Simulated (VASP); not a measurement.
Write the native input for VASP 6.6.1 that does the following.

- Task: relaxation of cell and atoms
- Functional: PBE
- Potentials or basis: VASP PAW PBE potentials, release 64 (Sc_sv, Ga_d, P, As)
- Cutoff: 600 eV
- k mesh: 6 × 6 × 2
- Occupations: gaussian, width 0.1 eV
- Spin: no spin polarisation
- Dipole correction: no
- Further INCAR settings: ALGO = Normal; EDIFF = 1e-07; IBRION = 2; EDIFFG = -0.04; NSW = 90; ISIF = 3

The structure of ScGa2AsP2 lies in POSCAR:

```
ScGa2AsP2
1.0
    4.1887407000      0.0000000000      0.0000000000
   -2.0943703500      3.6275558600      0.0000000000
    0.0000000000      0.0000000000      8.3430498300
Sc Ga P As
1 2 2 1
Direct
    0.0000000000      0.0000000000      0.5000000000
    0.0000000000      0.0000000000      0.2414823400
    0.0000000000      0.0000000000      0.7585176600
    0.3333333300      0.6666666700      0.5000000000
    0.6666666700      0.3333333300      0.5000000000
    0.0000000000      0.0000000000      0.0000000000
```

The cell was built from a structure type or drawn by symmetry, and may not be a known phase.

The input as run:

INCAR

```
SYSTEM = ScGa2AsP2
PREC = Accurate
ENCUT = 600
EDIFF = 1E-7
ISMEAR = 0
SIGMA = 0.1
LREAL = .False.
LASPH = .True.
NELM = 60
ALGO = Normal
ISIF = 3
LWAVE = .False.
LCHARG = .False.
GGA = PE
IBRION = 2
NSW = 90
EDIFFG = -0.04
```

KPOINTS

```
Automatic mesh
0
Gamma
  6 6 2
  0 0 0
```

Potentials or basis: VASP PAW PBE potentials, release 64 (Sc_sv, Ga_d, P, As).

Command:

```bash
$ cat potpaw_PBE.64/Sc_sv/POTCAR potpaw_PBE.64/Ga_d/POTCAR potpaw_PBE.64/P/POTCAR potpaw_PBE.64/As/POTCAR > POTCAR
$ mpirun -np 1 vasp_std > vasp.out
```

Results of the run:

- Relaxed volume: 31.30 Å³/atom
- Relaxed cell: a = 4.588 Å, b = 4.588 Å, c = 10.303 Å, α = 90.00°, β = 90.00°, γ = 120.00°
- Space group after relaxing (to 0.1 Å): P6/mmm (No. 191)
- Energy gained by relaxing: 920.7 meV/atom
- Ionic steps: 11
- Pressure after relaxing: 0.0 GPa
- Largest force after relaxing: 0.017 eV/Å
- Band gap on the k mesh: zero (bands 26 and 27 overlap by 1.23 eV)

Caveat: the k points lie up to 0.30 Å⁻¹ apart in the final cell, too coarse for converged energies and pressures of a metal; the volume moved by over 15 % at a fixed basis, so the end points are rough.

It took 6.2 min on 1 thread of Intel(R) Xeon(R) 6975P-C (Granite Rapids), on a shared host, peak memory 0.35 GiB.
